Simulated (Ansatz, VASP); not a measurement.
**One calculation of Cd2S, two programs**

```
CELL_PARAMETERS angstrom
3.98891 0.00000 0.00000
-1.99446 3.45450 0.00000
0.00000 0.00000 5.84766
ATOMIC_POSITIONS crystal
Cd 0.33333 0.66667 0.93272
Cd 0.66667 0.33333 0.57873
S 0.33333 0.66667 0.36571
```

Alike in both runs: task single point; functional PBEsol; k mesh 8 × 8 × 5; occupations fermi-dirac, width 0.05 eV; no spin polarisation.

|  | VASP | Ansatz |
| --- | --- | --- |
| version | VASP 6.6.1 | Ansatz 0.2.0 |
| potentials or method | VASP PAW PBE potentials, release 64 (Cd_sv_GW, S) | Ansatz PAW |
| plane-wave cutoff (eV) | 540 | 420 |
| valence electrons in the cell | 46 | 46 |

```tsv
	VASP	Ansatz	Ansatz less VASP
gap on the k mesh at the Fermi level (eV)	0.24	0.24	-0.001
least direct gap on the mesh (eV)	0.56	0.56	0.000
pressure (GPa)	-4.9	-3.7	+1.16
traceless stress, the component that is largest in VASP (GPa)	-0.80	-0.80	+0.006
rms of the force components (eV/Å)	0.087	0.090	+0.0030
```

VASP's potentials were made for PBE, not for PBEsol. Atom by atom the forces differ by 0.003 eV/Å (rms over components).

Noted on Ansatz's run: odd divisions of the mesh miss points on the zone boundary, where band edges often lie, so the gap on the mesh can be too wide.
